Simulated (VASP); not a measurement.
# Ca (P6_3/mmc) in VASP: single point with PBE

Aim: the single point of Ca with PBE.

Everything below comes from runs of VASP 6.6.1. Logs are shortened: lines on timing, memory, paths and dates and some standing lists are left out, and cuts for length are marked.

**1. The cell of the first run**

It takes space group P6_3/mmc (No. 194, hexagonal). The conventional cell has a = 3.958 Å, b = 3.958 Å, c = 12.869 Å, α = 90.00°, β = 90.00°, γ = 120.00°. Ca (site symmetry -3m) has 12 Ca at 3.95 to 3.96 Å within 5.2 Å. Ca (site symmetry -6m2) has 12 Ca at 3.95 to 3.96 Å within 5.2 Å.

This isn't the form of Ca at room conditions, which is fcc.

**2. Single point, PBE**

The input, INCAR:

```
SYSTEM = Ca
  PREC = Accurate
  ENCUT = 500
  EDIFF = 1E-6
  ISMEAR = 0
  SIGMA = 0.1
  LREAL = .False.
  LASPH = .True.
  NELM = 120
  ALGO = Normal
  ISIF = 2
  LWAVE = .False.
  LCHARG = .True.
  GGA = PE
  LELF = .True.
  LVHAR = .True.
  ISYM = -1
  NBANDS = 28
  GGA_COMPAT = .False.
```

The input, KPOINTS:

```
explicit points
6
Reciprocal
  0.25000000   0.12500000   0.08333333 1
  0.25000000   0.12500000   0.41666667 1
  0.25000000   0.12500000   0.75000000 1
  0.25000000   0.62500000   0.08333333 1
  0.25000000   0.62500000   0.41666667 1
  0.25000000   0.62500000   0.75000000 1
```

The input, POSCAR:

```
Ca
1.0
    3.9575547823      0.0000000000      0.0000000000
   -1.9787773911      3.4273429783      0.0000000000
    0.0000000000      0.0000000000     12.8694210400
Ca
4
Direct
    0.0000000000      0.0000000000      0.0000000000
    0.3333333333      0.6666666667      0.2500000000
    0.0000000000      0.0000000000      0.5000000000
    0.6666666667      0.3333333333      0.7500000000
```

Potentials or basis: VASP PAW PBE potentials, release 64 (Ca_sv).

Launch:

```console
$ cat potpaw_PBE.64/Ca_sv/POTCAR > POTCAR
$ mpirun -np 1 vasp_std > vasp.out
```

OUTCAR:

```text
SYSTEM = Ca
   PREC = Accurate
   ENCUT = 500
   EDIFF = 1E-6
   ISMEAR = 0
   LREAL = .False.
   LASPH = .True.
   NELM = 120
   ISIF = 2
   GGA = PE
   ISYM = -1

 ion  position               nearest neighbor table
   1  0.000  0.000  0.000-
   2  0.333  0.667  0.250-
   3  0.000  0.000  0.500-
   4  0.667  0.333  0.750-

IMPORTANT INFORMATION: All symmetrisations will be switched off!
NOSYMM: (Re-)initialisation of all symmetry stuff for point group C_1.

----------------------------------------------------------------------------------------

                                     Primitive cell

  volume of cell :     174.5595

  direct lattice vectors                    reciprocal lattice vectors
     3.957554782  0.000000000  0.000000000     0.252681278  0.145885604  0.000000000
    -1.978777391  3.427342978  0.000000000     0.000000000  0.291771208  0.000000000
     0.000000000  0.000000000 12.869421040     0.000000000  0.000000000  0.077703573

  length of vectors
     3.957554782  3.957554782 12.869421040     0.291771208  0.291771208  0.077703573

  position of ions in fractional coordinates (direct lattice)
     0.000000000  0.000000000  0.000000000
     0.333333333  0.666666667  0.250000000
     0.000000000  0.000000000  0.500000000
     0.666666667  0.333333333  0.750000000

  ion indices of the primitive-cell ions
   primitive index   ion index
                 1           1
                 2           2
                 3           3
                 4           4

----------------------------------------------------------------------------------------

 KPOINTS: explicit points

Read explicit list of k-points.

 Found      6 k-points:

 Following reciprocal coordinates:
            Coordinates               Weight
  0.250000  0.125000  0.083333      0.166667
  0.250000  0.125000  0.416667      0.166667
  0.250000  0.125000  0.750000      0.166667
  0.250000  0.625000  0.083333      0.166667
  0.250000  0.625000  0.416667      0.166667
  0.250000  0.625000  0.750000      0.166667
   k-points           NKPTS =      6   k-points in BZ     NKDIM =      6   number of bands    NBANDS=     28
   number of dos      NEDOS =    301   number of ions     NIONS =      4
   total plane-waves  NPLWV =  86400
   dimension x,y,z NGX =    30 NGY =   30 NGZ =   96
   dimension x,y,z NGXF=    60 NGYF=   60 NGZF=  192
   ions per type =               4
   NGX,Y,Z   is equivalent  to a cutoff of  12.60, 12.60, 12.40 a.u.
   NGXF,Y,Z  is equivalent  to a cutoff of  25.20, 25.20, 24.80 a.u.
 SYSTEM =  Ca
   PREC   = accura    normal or accurate (medium, high low for compatibility)
   ISTART =      0    job   : 0-new  1-cont  2-samecut
   ICHARG =      2    charge: 1-file 2-atom 10-const
   ISPIN  =      1    spin polarized calculation?
   LNONCOLLINEAR =      F non collinear calculations
   LSORBIT =      F    spin-orbit coupling
   LASPH  =      T    aspherical Exc in radial PAW
   ENCUT  =  500.0 eV  36.75 Ry    6.06 a.u.   7.22  7.22 23.46*2*pi/ulx,y,z
   NELM   =    120;   NELMIN=  2; NELMDL= -5     # of ELM steps
   EDIFF  = 0.1E-05   stopping-criterion for ELM
   LREAL  =      F    real-space projection
   EDIFFG = 0.1E-04   stopping-criterion for IOM
   NSW    =      0    number of steps for IOM
   IBRION =     -1    ionic relax: 0-MD 1-quasi-New 2-CG
   NFREE  =      0    steps in history (QN), initial steepest desc. (CG)
   ISIF   =      2    stress and relaxation
   ISYM   =     -1    0-nonsym 1-usesym 2-fastsym
   POTIM  = 0.5000    time-step for ionic-motion
   TEBEG  =    0.0;   TEEND  =   0.0 temperature during run
   PSTRESS=    0.0 pullay stress
   NELECT =      40.0000    total number of electrons
   NUPDOWN=      -1.0000    fix difference up-down
   EMIN   =  10.00;   EMAX   =-10.00  energy-range for DOS
   EFERMI =   0.00;   METHOD = LEGACY
   ISMEAR =     0;   SIGMA  =   0.10  broadening in eV -4-tet -1-fermi 0-gaus
   EFERMI_NEDOS =   21; number of points for ismear=-14 and -15
   IALGO  =     38    algorithm
   IMIX   =      4    mixing-type and parameters
     AMIX     =   0.40;   BMIX     =  1.00
     AMIX_MAG =   1.60;   BMIX_MAG =  1.00
  volume/ion in A,a.u.               =      43.64       294.50
  Fermi-wavevector in a.u.,A,eV,Ry     =   1.001798  1.893124 13.654807  1.003600
  Thomas-Fermi vector in A             =   2.134244
   LORBIT       =      0    0 simple, 1 ext, 2 COOP (PROOUT), +10 PAW based schemes
   GGA     = PE    functional components
   LHFCALC =     F    Hartree Fock is set to
   AEXX    =    0.0000 exact exchange contribution
   IVDW    =     0    specifies the selected vdW correction
   LEPSILON=     F    determine dielectric tensor
   LRPA    =     F    only Hartree local field effects (RPA)
 non-spin polarized calculation
 Gauss-broadening in eV      SIGMA  =   0.10
  energy-cutoff  :      500.00
  volume of cell :      174.56
 maximum number of plane-waves:      4420
 NGX is ok and might be reduce to    28
   NGX = 15   NGY = 15   NGZ = 47

 number of electron      39.9999994 magnetization

 Free energy of the ion-electron system (eV)
  ---------------------------------------------------
  ext. energy  EPLUGINS =         0.00000000
  ---------------------------------------------------
  free energy    TOTEN  =        -8.68715014 eV

  energy without entropy =       -8.68138041  energy(sigma->0) =       -8.68426528

 E-fermi :   1.9676     XC(G=0):  -7.6466

 val. band max:        1.8306296590   @ k =   0.2500   0.1250   0.0833
 cond. band min:       2.1045018272   @ k =   0.2500   0.1250   0.0833
 fundamental gap:      0.2738721682
 Fermi energy:         1.9675588837

 k-point     1 :       0.2500    0.1250    0.0833
  band No.  band energies     occupation
      1     -40.3786      2.00000
      2     -40.3768      2.00000
      3     -40.3725      2.00000
      4     -40.3707      2.00000
      5     -21.4078      2.00000
      6     -21.4030      2.00000
      7     -21.3944      2.00000
      8     -21.3892      2.00000
      9     -21.3576      2.00000
     10     -21.3506      2.00000
     11     -21.3450      2.00000
     12     -21.3404      2.00000
     13     -21.3330      2.00000
     14     -21.3024      2.00000
     15     -21.2961      2.00000
     16     -21.2730      2.00000
     17      -0.6363      2.00000
     18       0.0741      2.00000
     19       0.3395      2.00000
     20       1.8306      1.94719
     21       2.1045      0.05279
     22       2.5143      0.00000
     23       2.7139      0.00000
     24       2.8404      0.00000
     25       2.9973      0.00000
     26       3.1524      0.00000
     27       3.7061      0.00000
     28       3.9275      0.00000

 k-point     2 :       0.2500    0.1250    0.4167
  band No.  band energies     occupation
      1     -40.3780      2.00000
      2     -40.3776      2.00000
      3     -40.3717      2.00000
      4     -40.3712      2.00000
      5     -21.4076      2.00000
      6     -21.4028      2.00000
      7     -21.3928      2.00000
      8     -21.3924      2.00000
      9     -21.3574      2.00000
     10     -21.3536      2.00000
     11     -21.3403      2.00000
     12     -21.3359      2.00000
     13     -21.3298      2.00000
     14     -21.3202      2.00000
     15     -21.2829      2.00000
     16     -21.2770      2.00000
     17      -0.4893      2.00000
     18      -0.3446      2.00000
     19       0.9451      2.00000
     20       1.2625      2.00000
     21       2.3975      0.00000
     22       2.5126      0.00000
     23       2.6269      0.00000
     24       2.7087      0.00000
     25       3.1542      0.00000
     26       3.2170      0.00000
     27       3.6836      0.00000
     28       3.7486      0.00000

 k-point     3 :       0.2500    0.1250    0.7500
  band No.  band energies     occupation
      1     -40.3784      2.00000
      2     -40.3771      2.00000
      3     -40.3722      2.00000
      4     -40.3709      2.00000
      5     -21.4066      2.00000
      6     -21.4035      2.00000
      7     -21.3959      2.00000
      8     -21.3894      2.00000
      9     -21.3564      2.00000
     10     -21.3535      2.00000
     11     -21.3418      2.00000
     12     -21.3359      2.00000
     13     -21.3346      2.00000
     14     -21.3131      2.00000
     15     -21.2872      2.00000
     16     -21.2749      2.00000
     17      -0.5871      2.00000
     18      -0.1555      2.00000
     19       0.6330      2.00000
     20       1.5669      2.00000
     21       2.2661      0.00002
     22       2.5502      0.00000
     23       2.6319      0.00000
     24       2.7873      0.00000
     25       3.0614      0.00000
     26       3.2075      0.00000
     27       3.6792      0.00000
     28       3.8287      0.00000

 k-point     4 :       0.2500    0.6250    0.0833
  band No.  band energies     occupation
      1     -40.3786      2.00000
      2     -40.3768      2.00000
      3     -40.3725      2.00000
      4     -40.3707      2.00000
      5     -21.4078      2.00000
      6     -21.4030      2.00000
      7     -21.3944      2.00000
      8     -21.3892      2.00000
      9     -21.3576      2.00000
     10     -21.3506      2.00000
     11     -21.3450      2.00000
     12     -21.3404      2.00000
     13     -21.3330      2.00000
     14     -21.3024      2.00000
     15     -21.2961      2.00000
     16     -21.2730      2.00000
     17      -0.6363      2.00000
     18       0.0741      2.00000
     19       0.3395      2.00000
     20       1.8306      1.94719
     21       2.1045      0.05279
     22       2.5143      0.00000
     23       2.7139      0.00000
     24       2.8404      0.00000
     25       2.9973      0.00000
     26       3.1524      0.00000
     27       3.7061      0.00000
     28       3.9126      0.00000

 k-point     5 :       0.2500    0.6250    0.4167
  band No.  band energies     occupation
      1     -40.3780      2.00000
      2     -40.3776      2.00000
      3     -40.3717      2.00000
      4     -40.3712      2.00000
      5     -21.4076      2.00000
      6     -21.4028      2.00000
      7     -21.3928      2.00000
      8     -21.3924      2.00000
      9     -21.3574      2.00000
     10     -21.3536      2.00000
     11     -21.3403      2.00000
     12     -21.3359      2.00000
     13     -21.3298      2.00000
     14     -21.3202      2.00000
     15     -21.2829      2.00000
     16     -21.2770      2.00000
     17      -0.4893      2.00000
     18      -0.3446      2.00000
     19       0.9451      2.00000
     20       1.2625      2.00000
     21       2.3975      0.00000
     22       2.5126      0.00000
     23       2.6269      0.00000
     24       2.7087      0.00000
     25       3.1542      0.00000
     26       3.2170      0.00000
     27       3.6836      0.00000
     28       3.7486      0.00000

 k-point     6 :       0.2500    0.6250    0.7500
  band No.  band energies     occupation
      1     -40.3784      2.00000
      2     -40.3771      2.00000
      3     -40.3722      2.00000
      4     -40.3709      2.00000
      5     -21.4066      2.00000
      6     -21.4035      2.00000
      7     -21.3959      2.00000
      8     -21.3894      2.00000
      9     -21.3564      2.00000
     10     -21.3535      2.00000
     11     -21.3418      2.00000
     12     -21.3359      2.00000
     13     -21.3346      2.00000
     14     -21.3131      2.00000
     15     -21.2872      2.00000
     16     -21.2749      2.00000
     17      -0.5871      2.00000
     18      -0.1555      2.00000
     19       0.6330      2.00000
     20       1.5669      2.00000
     21       2.2661      0.00002
     22       2.5502      0.00000
     23       2.6319      0.00000
     24       2.7873      0.00000
     25       3.0614      0.00000
     26       3.2075      0.00000
     27       3.6792      0.00000
     28       3.8289      0.00000

------------------------ aborting loop because EDIFF is reached ----------------------------------------

  FORCE on cell =-STRESS in cart. coord.  units (eV):
  Direction    XX          YY          ZZ          XY          YZ          ZX
  --------------------------------------------------------------------------------------
  -------------------------------------------------------------------------------------
  Total       -2.9056484     -0.6105641      2.3386410     -0.0000024     -0.0000216     -0.2699002
  in kB      -26.6692087     -5.6040029     21.4649871     -0.0000224     -0.0001984     -2.4772521
  external PRESSURE =      -3.6027415 kB  Pullay stress =       0.0000000 kB

 VOLUME and BASIS-vectors are now :
 -----------------------------------------------------------------------------
  energy-cutoff  :      500.00
  volume of cell :      174.56
      direct lattice vectors                 reciprocal lattice vectors
     3.957554782  0.000000000  0.000000000     0.252681278  0.145885604  0.000000000
    -1.978777391  3.427342978  0.000000000     0.000000000  0.291771208  0.000000000
     0.000000000  0.000000000 12.869421040     0.000000000  0.000000000  0.077703573

 POSITION                                       TOTAL-FORCE (eV/Angst)
 -----------------------------------------------------------------------------------
      0.00000      0.00000      0.00000         0.000007     -0.000003     -0.000067
     -0.00000      2.28490      3.21736         0.000006     -0.031329      0.000021
      0.00000      0.00000      6.43471        -0.000005      0.000017     -0.000004
      1.97878      1.14245      9.65207        -0.000009      0.031315      0.000051
 -----------------------------------------------------------------------------------
    total drift:                                0.000014     -0.000001      0.000034

  FREE ENERGIE OF THE ION-ELECTRON SYSTEM (eV)
  ---------------------------------------------------
  free  energy   TOTEN  =        -8.6871501433 eV

  energy  without entropy=       -8.6813804124  energy(sigma->0) =       -8.68426528
```

It took 32 s on 1 thread of Intel Xeon 8259CL, shared host; peak memory 0.23 GiB.

Results:

```
Free energy   : -8.6872 eV
Pressure      : -0.4 GPa
Largest force : 0.031 eV/Å
```

Forces on the atoms (eV/Å):
```
Ca   0.000  0.000  0.000
Ca   0.000 -0.031  0.000
Ca   0.000  0.000  0.000
Ca   0.000  0.031  0.000
```

Levels at points of the mesh, in eV from the Fermi level:
```csv
k point,band 16,band 17,band 18,band 19,band 20,band 21,band 22,band 23,band 24,band 25
"(0.25, 0.12, 0.08)",-23.24,-2.60,-1.89,-1.63,-0.14,0.14,0.55,0.75,0.87,1.03
```
